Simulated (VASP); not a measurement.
Write the native input for VASP 6.6.1 that does the following.

```yaml
Task: single point
Functional: PBE
Potentials_or_basis: VASP PAW PBE potentials, release 64 (Na_pv, I, N)
Cutoff: 600 eV
k_mesh: 4 × 4 × 1
Occupations: gaussian, width 0.15 eV
Spin: no spin polarisation
Dipole_correction: no
Further_INCAR_settings: ALGO = Normal; EDIFF = 1e-06; NBANDS = 29
```

The structure of Na4IN lies in POSCAR:

```
Na4IN
1.0
    3.9183568509     -0.0000000036      0.0000000000
   -1.9591784223      3.3933965757      0.0000000000
    0.0000000000      0.0000000000     16.8256913743
Na I N
4 1 1
Direct
    0.3333333333      0.6666666667      0.6187116542
    0.6666666667      0.3333333333      0.0376675800
    0.6666666667      0.3333333333      0.1857264890
    0.3333333333      0.6666666667      0.3615949860
    0.6666666667      0.3333333333      0.4895465294
    0.3333333333      0.6666666667      0.1123577815
```

The cell was built from a structure type or drawn by symmetry, and may not be a known phase.

One way to write it, as run:

INCAR

```
SYSTEM = Na4IN
PREC = Accurate ; ENCUT = 600
EDIFF = 1E-6 ; ISMEAR = 0
SIGMA = 0.15 ; LREAL = .False.
LASPH = .True. ; NELM = 120
ALGO = Normal ; ISIF = 2
LWAVE = .False. ; LCHARG = .False.
GGA = PE ; NBANDS = 29
GGA_COMPAT = .False.
```

KPOINTS

```
Automatic mesh
0
Gamma
  4 4 1
  0 0 0
```

Potentials or basis: VASP PAW PBE potentials, release 64 (Na_pv, I, N).

Launch:

```console
$ cat potpaw_PBE.64/Na_pv/POTCAR potpaw_PBE.64/I/POTCAR potpaw_PBE.64/N/POTCAR > POTCAR
$ mpirun -np 1 vasp_std > vasp.out
```

It gave:

| Property | Result |
| --- | --- |
| Pressure | 0.0 GPa |
| Largest force | 0.059 eV/Å |
| Band gap on the k mesh | 0.13 eV (least direct gap 0.27 eV) |

Caveat: the k points lie up to 0.46 Å⁻¹ apart; spin-orbit coupling is left out, which moves the levels of the heavy elements; an odd mesh through Γ misses points on the zone boundary, where band edges can lie.

It took 36 s on 1 thread of Intel(R) Xeon(R) 6975P-C (Granite Rapids), on a shared host, peak memory 0.36 GiB.
